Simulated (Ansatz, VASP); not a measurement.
## One calculation of LiBr, two programs

```
CELL_PARAMETERS angstrom
0.00000 2.73957 2.73957
2.73957 0.00000 2.73957
2.73957 2.73957 0.00000
ATOMIC_POSITIONS crystal
Li 0.00000 0.00000 0.00000
Br 0.50000 0.50000 0.50000
```

Alike in both runs: task single point; functional PBEsol; k mesh 6 × 6 × 6; no spin polarisation.

|  | VASP | Ansatz |
| --- | --- | --- |
| version | VASP 6.6.1 | Ansatz 0.2.0 |
| potentials or method | VASP PAW PBE potentials, release 64 (Li_sv, Br) | plane waves, PAW |
| plane-wave cutoff (eV) | 750 | 420 |
| occupations | gaussian, width 0.01 eV | fixed |
| valence electrons in the cell | 10 | 10 |

```tsv
	VASP	Ansatz	Ansatz less VASP
gap on the k mesh at the Fermi level (eV)	4.82	4.82	-0.001
```

VASP's potentials were made for PBE, not for PBEsol.
